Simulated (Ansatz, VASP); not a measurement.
One calculation of MoS, two programs

Contents of INCAR:

```
PREC = Accurate
ENCUT = 520
EDIFF = 1E-6
ISMEAR = 0
SIGMA = 0.1
LREAL = F
LASPH = T
NELM = 150
ALGO = Fast
ISIF = 2
LWAVE = F
LCHARG = F
ISPIN = 2
MAGMOM = 2 -2 0 0
LORBIT = 11
LMAXMIX = 4
LDAU = T
LDAUTYPE = 2
LDAUL = 2 -1
LDAUU = 4.38 0
LDAUJ = 0 0
LDAUPRINT = 1
GGA = PE
NBANDS = 32
```

File KPOINTS:

```
Automatic mesh
0
Gamma
  14 14 7
```

File POSCAR:

```
MoS
1.0
    0.0000000000      2.6031059795      2.6031059795
    5.2062119590      2.6031059795      2.6031059795
    5.2062119590      5.2062119590      0.0000000000
Mo S
2 2
Direct
    0.0000000000      1.0000000000      1.0000000000
    0.0000000000      1.0000000000      0.5000000000
    0.5000000000      0.5000000000      0.0000000000
    0.5000000000      0.5000000000      0.5000000000
```

Input for Ansatz:

```yaml
crystal:
  lattice:
    - [0.0, 2.6031059795, 2.6031059795]
    - [5.206211959, 2.6031059795, 2.6031059795]
    - [5.206211959, 5.206211959, 0.0]
  atoms:
    - { symbol: Mo, position: [0.0, 1.0, 1.0], spin: 2.0 }
    - { symbol: S, position: [0.5, 0.5, 0.0] }
    - { symbol: Mo, position: [0.0, 1.0, 0.5], spin: -2.0 }
    - { symbol: S, position: [0.5, 0.5, 0.5] }
basis:
  ecutwfc: 420
kpoints:
  mp_grid: { grid: [14, 14, 7] }
hamiltonian:
  xc: pbe
  hubbard: { sites: [{ species: Mo, l: d, u_eff: 4.38 }] }
scf:
  occupations: { method: gaussian, width: 0.1 }
output:
  forces: true
  stress: true
  eigenvalues: true
  populations: true
magnetization:
  spin_polarized: true
```

Alike in both runs: task single point; functional PBE; k mesh 14 × 14 × 7; occupations gaussian, width 0.1 eV; collinear spin; Hubbard terms Mo d U = 4.38 eV.

|  | VASP | Ansatz |
| --- | --- | --- |
| version | VASP 6.6.1 | Ansatz 0.2.0 |
| potentials or method | VASP PAW PBE potentials, release 64 (Mo_sv, S), cutoff 520 eV | scalar-relativistic, plane waves, PAW |
| valence electrons in the cell | 40 | 40 |

|  | VASP | Ansatz | Ansatz less VASP |
| --- | --- | --- | --- |
| gap on the k mesh at the Fermi level (eV) | none | none | - |
| pressure (GPa) | 8.3 | 12.4 | +4.11 |
| net moment per atom (μB) | 0.00 | 0.00 | 0.000 |
| size of the moment on the site where the two differ most (μB) | 3.25 | 2.86 | -0.393 |

Site moments also hang on the region over which each program counts them. The programs project onto different local orbitals, so the same U acts differently, and such runs can settle in different states. A gap of «none» marks a metal or a gap that the smearing closes. Ansatz's warnings: filled band counts differ across k points.
